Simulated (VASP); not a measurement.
Runs of VASP 6.6.1 on FeO (Wuestite). It takes space group Fm-3m (No. 225, cubic). Conventional cell: a = 4.311 Å, b = 4.311 Å, c = 4.311 Å, α = 90.00°, β = 90.00°, γ = 90.00°. Within 2.9 Å of Fe (site symmetry m-3m) lie 6 O at 2.16 Å. O (site symmetry m-3m) has 6 Fe at 2.16 Å within 2.9 Å. 

```tsv
spin	fixed moment (μB)	pressure (GPa)	moment (μB)
collinear, ferromagnetic start	3.2	(a)	3.20
collinear, ferrimagnetic start	1.1	-23.7	1.10
collinear, ferrimagnetic start	2.1	-18.1	2.10
collinear, zero start	0.0	(b)	0.00
collinear, ferromagnetic start	4.2	4.2	4.20
```

Alike in all rows: task single point; level PBE; potentials or basis VASP PAW PBE potentials, release 64 (Fe, O); cell as given; k mesh 10 × 10 × 10; cutoff (eV) 600; smearing fermi-dirac 0.05 eV.

Task: Estimate the missing entries.

Result: (a) -9.2; (b) -25.7.

Caveats: the total moment is fixed, so each spin has its own Fermi level; a cell with one magnetic atom can't hold antiferromagnetic order, which such compounds often take (some runs).
